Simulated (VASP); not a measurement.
Set up this calculation in VASP 6.6.1, as the native input.

* Task: relaxation of cell and atoms
* Functional: PBE
* Potentials or basis: VASP PAW PBE potentials, release 64 (Co, Ge_d, Pd)
* Cutoff: 600 eV
* k mesh: 4 × 4 × 4
* Occupations: gaussian, width 0.1 eV
* Spin: collinear spin, ferromagnetic start
* Starting moments: [3.0, 0.0, 0.0, 0.0, 0.0] μB
* Dipole correction: no
* Further INCAR settings: ALGO = Normal; EDIFF = 1e-06; IBRION = 2; EDIFFG = -0.04; NSW = 90; ISIF = 3

The structure of CoGe3Pd lies in POSCAR:

```
CoGe3Pd
1.0
    4.6562461500      0.0000000000      0.0000000000
    0.0000000000      4.6562461500      0.0000000000
    0.0000000000      0.0000000000      4.2275761300
Co Ge Pd
1 3 1
Direct
    0.0000000000      0.0000000000      0.5000000000
    0.0000000000      0.5000000000      0.0000000000
    0.5000000000      0.0000000000      0.0000000000
    0.5000000000      0.5000000000      0.5000000000
    0.0000000000      0.0000000000      0.0000000000
```

The cell was generated, and may not be a known phase.

One way to write it, as run:

INCAR

```
ALGO = Normal
EDIFF = 1E-6
EDIFFG = -0.04
ENCUT = 600
GGA = PE
IBRION = 2
ISIF = 3
ISMEAR = 0
ISPIN = 2
LASPH = True
LCHARG = False
LMAXMIX = 4
LORBIT = 11
LREAL = False
LWAVE = False
MAGMOM = 3 0 0 0 0
NELM = 150
NSW = 90
PREC = Accurate
SIGMA = 0.1
```

KPOINTS

```
k-points
0
Gamma
  4 4 4
```

Potentials or basis: VASP PAW PBE potentials, release 64 (Co, Ge_d, Pd).

Launch:

```console
$ cat potpaw_PBE.64/Co/POTCAR potpaw_PBE.64/Ge_d/POTCAR potpaw_PBE.64/Pd/POTCAR > POTCAR
$ mpirun -np 1 vasp_std > vasp.out
```

Results of the run:

* Relaxed volume: 21.32 Å³/atom
* Relaxed cell: a = 4.700 Å, b = 4.700 Å, c = 4.826 Å, α = 90.00°, β = 90.00°, γ = 90.00°
* Space group after relaxing (to 0.1 Å): P4/mmm (No. 123)
* Energy gained by relaxing: 239.4 meV/atom
* Ionic steps: 8
* Pressure after relaxing: -0.1 GPa
* Net moment: 2.01 μB per cell
* Site moments: Co +1.95; Ge +0.01, -0.05 (each value once); Pd +0.09 μB
* Valence electrons inside the program's atomic spheres: Co 7.80; Ge 12.22, 12.01 (each value once); Pd 10.03

Caveat: the k points lie up to 0.33 Å⁻¹ apart in the final cell; the volume moved by over 15 % at a fixed basis, so the end points are rough.

It took 9.4 min on 1 thread of Intel(R) Xeon(R) 6975P-C (Granite Rapids), with other jobs on the host, peak memory 0.36 GiB.
